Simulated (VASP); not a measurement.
# CuAu (P4/mmm) in VASP: further runs, part 2 of 2

VASP 6.6.1.

### 3 Single point, PBE

INCAR reads:

```
SYSTEM = CuAu
  PREC = Accurate
  ENCUT = 520
  EDIFF = 1E-6
  ISMEAR = -1
  SIGMA = 0.05
  LREAL = .False.
  LASPH = .True.
  NELM = 80
  ALGO = Normal
  ISIF = 2
  LWAVE = .False.
  LCHARG = .False.
  GGA = PE
  NBANDS = 18
```

KPOINTS reads:

```
regular mesh
0
Gamma
  15 15 11
  0 0 0
```

POSCAR reads:

```
CuAu
1.0
    2.9092952427      0.0000000000      0.0000000000
    0.0000000000      2.9092952427      0.0000000000
    0.0000000000      0.0000000000      3.5425161056
Cu Au
1 1
Direct
    0.5000000000      0.5000000000      0.5000000000
    0.0000000000      0.0000000000      0.0000000000
```

Potentials or basis: VASP PAW PBE potentials, release 64 (Cu, Au).

Run with:

```console
$ cat potpaw_PBE.64/Cu/POTCAR potpaw_PBE.64/Au/POTCAR > POTCAR
$ mpirun -np 1 vasp_std > vasp.out
```

OUTCAR:

```text
SYSTEM = CuAu
   PREC = Accurate
   ENCUT = 520
   EDIFF = 1E-6
   ISMEAR = -1
   LREAL = .False.
   LASPH = .True.
   NELM = 80
   ISIF = 2
   GGA = PE

 ion  position               nearest neighbor table
   1  0.500  0.500  0.500-   2 2.71   2 2.71   2 2.71   2 2.71   2 2.71   2 2.71   2 2.71   2 2.71

   2  0.000  0.000  0.000-   1 2.71   1 2.71   1 2.71   1 2.71   1 2.71   1 2.71   1 2.71   1 2.71

  LATTYP: Found a simple tetragonal cell.
 ALAT       =     2.9092952427
 C/A-ratio  =     1.2176543836

  Lattice vectors:

 A1 = (   2.9092952427,   0.0000000000,   0.0000000000)
 A2 = (   0.0000000000,   2.9092952427,   0.0000000000)
 A3 = (   0.0000000000,   0.0000000000,   3.5425161056)

Analysis of symmetry for initial positions (statically):
=====================================================================
 Subroutine PRICEL returns:
 Original cell was already a primitive cell.

 Routine SETGRP: Setting up the symmetry group for a
 simple tetragonal supercell.

 Subroutine GETGRP returns: Found 16 space group operations
 (whereof 16 operations were pure point group operations)
[... 160 lines left out ...]
  free energy    TOTEN  =        -7.06566698 eV

  energy without entropy =       -7.06090593  energy(sigma->0) =       -7.06328645

 E-fermi :   8.2776     XC(G=0): -12.4927

 val. band max:        8.2701937052   @ k =   0.4667   0.0667   0.2727
 cond. band min:       8.2794379054   @ k =   0.4667   0.2000   0.0000
 fundamental gap:      0.0092442002
 Fermi energy:         8.2776015151

 k-point     1 :       0.0000    0.0000    0.0000
  band No.  band energies     occupation
      1      -1.1750      2.00000
      2       2.0715      2.00000
      3       2.1753      2.00000
      4       4.2811      2.00000
      5       4.2811      2.00000
      6       5.0962      2.00000
[... 481 lines left out ...]
      5       3.9324      2.00000
      6       4.5221      2.00000
[... 10 lines left out ...]
     17      23.0588      0.00000
     18      23.1871      0.00000

 [... further k-points ...]

------------------------ aborting loop because EDIFF is reached ----------------------------------------

  FORCE on cell =-STRESS in cart. coord.  units (eV):
  Direction    XX          YY          ZZ          XY          YZ          ZX
  --------------------------------------------------------------------------------------
  -------------------------------------------------------------------------------------
  Total       -0.0084258     -0.0084258      0.0009695      0.0000000      0.0000000      0.0000000
  in kB       -0.4502281     -0.4502281      0.0518058      0.0000000      0.0000000      0.0000000
  external PRESSURE =      -0.2828835 kB  Pullay stress =       0.0000000 kB

 VOLUME and BASIS-vectors are now :
 -----------------------------------------------------------------------------
  energy-cutoff  :      520.00
  volume of cell :       29.98
      direct lattice vectors                 reciprocal lattice vectors
     2.909295243  0.000000000  0.000000000     0.343725857  0.000000000  0.000000000
     0.000000000  2.909295243  0.000000000     0.000000000  0.343725857  0.000000000
     0.000000000  0.000000000  3.542516106     0.000000000  0.000000000  0.282285237

 POSITION                                       TOTAL-FORCE (eV/Angst)
 -----------------------------------------------------------------------------------
      1.45465      1.45465      1.77126         0.000000      0.000000      0.000000
      0.00000      0.00000      0.00000         0.000000      0.000000      0.000000
 -----------------------------------------------------------------------------------
    total drift:                                0.000000      0.000000     -0.000000

  FREE ENERGIE OF THE ION-ELECTRON SYSTEM (eV)
  ---------------------------------------------------
  free  energy   TOTEN  =        -7.0656669813 eV

  energy  without entropy=       -7.0609059279  energy(sigma->0) =       -7.06328645
```

stdout:

```text
POSCAR found type information on POSCAR CuAu
 POSCAR found :  2 types and       2 ions
 scaLAPACK will be used
 LDA part: xc-table for (Slater+PW92), standard interpolation
 POSCAR, INCAR and KPOINTS ok, starting setup
 FFT: planning ... GRIDC
 FFT: planning ... GRID_SOFT
 FFT: planning ... GRID
 WAVECAR not read
 entering main loop
```

Run time: 79 s. Hardware: 1 thread of Intel Xeon 8259CL, shared host; peak memory 0.24 GiB.

Results:

```
Free energy            : -7.0657 eV
Pressure               : 0.0 GPa
Band gap on the k mesh : zero (bands 11 and 12 overlap by 6.21 eV)
```

Levels at points of the mesh, in eV from the Fermi level:
| k point | band 7 | band 8 | band 9 | band 10 | band 11 | band 12 | band 13 | band 14 | band 15 | band 16 |
| --- | --- | --- | --- | --- | --- | --- | --- | --- | --- | --- |
| (0.00, 0.00, 0.00) | -2.58 | -2.01 | -1.65 | -1.46 | -1.46 | 3.25 | 9.03 | 9.03 | 9.11 | 15.60 |

Caveat: spin-orbit coupling is left out, which moves the levels of the heavy elements.

### 4 Single point, PBE

This run uses another cell than the first one, of 17.06 Å³/atom.

INCAR reads:

```
ALGO = Normal
EDIFF = 1E-6
ENCUT = 520
GGA = PE
ISIF = 2
ISMEAR = -1
LASPH = T
LCHARG = F
LREAL = F
LWAVE = F
NBANDS = 18
NELM = 100
PREC = Accurate
SIGMA = 0.05
```

KPOINTS reads:

```
k-points
0
Gamma
  15 15 11
```

POSCAR reads:

```
CuAu
1.0
    3.1069509849      0.0000000000      0.0000000000
    0.0000000000      3.1069509849      0.0000000000
    0.0000000000      0.0000000000      3.5345773078
Cu Au
1 1
Direct
    0.5000000000      0.5000000000      0.5000000000
    0.0000000000      0.0000000000      0.0000000000
```

Run with:

```console
$ cat potpaw_PBE.64/Cu/POTCAR potpaw_PBE.64/Au/POTCAR > POTCAR
$ mpirun -np 1 vasp_std > vasp.out
```

It took 93 s on 1 thread of Intel Xeon 8259CL, shared host; peak memory 0.26 GiB.

Results (log left out):

| Quantity | Value |
| --- | --- |
| Free energy | -6.8788 eV |
| Pressure | -12.5 GPa |
| Band gap on the k mesh | zero (bands 11 and 12 overlap by 5.18 eV) |

Stress tensor (GPa, compression positive):
```
-12.77   0.00   0.00
  0.00 -12.77   0.00
  0.00   0.00 -12.05
```

Levels at points of the mesh, in eV from the Fermi level:
```tsv
k point	band 9	band 10	band 11	band 12	band 13	band 14
(0.00, 0.00, 0.00)	-1.50	-1.39	-1.39	4.30	7.84	7.84
```

Caveat: the cell stands under tension; spin-orbit coupling is left out, which moves the levels of the heavy elements.

### 5 Relaxation of cell and atoms, PBE

This run uses another cell than the first one, of 14.56 Å³/atom.

INCAR reads:

```
ALGO = Normal
EDIFF = 1E-6
EDIFFG = -0.005
ENCUT = 600
GGA = PE
IBRION = 2
ISIF = 3
ISMEAR = -1
LASPH = True
LCHARG = False
LREAL = False
LWAVE = False
NELM = 60
NSW = 70
PREC = Accurate
SIGMA = 0.05
```

KPOINTS is that of step 4.

POSCAR reads:

```
CuAu
1.0
    2.8107494552      0.0000000000      0.0000000000
    0.0000000000      2.8107494552      0.0000000000
    0.0000000000      0.0000000000      3.6850000000
Cu Au
1 1
Direct
    0.5000000000      0.5000000000      0.5000000000
    0.0000000000      0.0000000000      0.0000000000
```

Run with:

```console
$ cat potpaw_PBE.64/Cu/POTCAR potpaw_PBE.64/Au/POTCAR > POTCAR
$ mpirun -np 1 vasp_std > vasp.out
```

Wall time 11 min (1 thread of Intel Xeon 8259CL, shared host); peak memory 0.27 GiB.

The run converged. Its results:

```
Free energy                           : -7.0654 eV
Relaxed volume                        : 15.01 Å³/atom
Relaxed cell                          : a = 2.905 Å, b = 2.905 Å, c = 3.556 Å, α = 90.00°, β = 90.00°, γ = 90.00°
Space group after relaxing (to 0.1 Å) : P4/mmm (No. 123)
Energy gained by relaxing             : 7.6 meV/atom
Ionic steps                           : 13
Pressure after relaxing               : 0.0 GPa
Band gap on the k mesh                : zero (bands 11 and 12 overlap by 6.20 eV)
```

The path:
| step | energy change (eV) | largest force (eV/Å) | pressure (GPa) | volume (Å³) |
| --- | --- | --- | --- | --- |
| 1 | 0.0000 | 0.0000 | 4.61 | 29.11 |
| 2 | -0.0023 | 0.0000 | -3.75 | 30.91 |
| 3 | -0.0130 | 0.0000 | -0.03 | 30.04 |
| 4 | -0.0130 | 0.0000 | 0.07 | 30.02 |
| 5 | -0.0130 | 0.0000 | 0.04 | 30.02 |
| 6 | -0.0131 | 0.0000 | 0.00 | 30.02 |
| 7 | -0.0132 | 0.0000 | 0.19 | 30.02 |
| 8 | -0.0135 | 0.0000 | 0.02 | 30.02 |
| 9 | -0.0142 | 0.0000 | 0.01 | 30.01 |
| 10 | -0.0150 | 0.0000 | 0.07 | 29.97 |
| 11 | -0.0151 | 0.0000 | 0.13 | 29.99 |
| 12 | -0.0132 | 0.0000 | -1.69 | 30.37 |
| 13 | -0.0151 | 0.0000 | 0.00 | 30.01 |

Final structure:
```
Cu Au
1.0
     2.90511    0.00000    0.00000
     0.00000    2.90511    0.00000
     0.00000    0.00000    3.55636
Cu Au
1 1
Cartesian
  1.4526 1.4526 1.7782
  0.0000 0.0000 0.0000
```

Levels at points of the mesh, in eV from the Fermi level:
| k point | band 9 | band 10 | band 11 | band 12 | band 13 | band 14 |
| --- | --- | --- | --- | --- | --- | --- |
| (0.00, 0.00, 0.00) | -1.66 | -1.47 | -1.47 | 3.16 | 9.00 | 9.08 |

Caveat: spin-orbit coupling is left out, which moves the levels of the heavy elements. Zero-point motion and thermal expansion aren't in these numbers.

### 6 Summary

```tsv
task	cell	cutoff (eV)	gap on the mesh (eV)	pressure (GPa)
single point	a = 2.909, b = 2.909, c = 3.543 Å, 2 atoms	520	none	0.0
single point	a = 3.107, b = 3.107, c = 3.535 Å, 2 atoms	520	none	-12.5
relaxation of cell and atoms	relaxed from a = 2.811, b = 2.811, c = 3.685 Å, 2 atoms	600	none	0.0
```

Alike in all rows: level PBE; potentials or basis VASP PAW PBE potentials, release 64 (Cu, Au); no spin polarisation; k mesh 15 × 15 × 11; smearing fermi-dirac 0.05 eV.

Caveats: spin-orbit coupling is left out, which moves the levels of the heavy elements; the cell stands under tension (at least some runs).

Total energies depend on the potentials used, so only differences within one code and one set of settings carry meaning.

The gap in the log of VASP goes by the Fermi energy; the results here count the filled bands.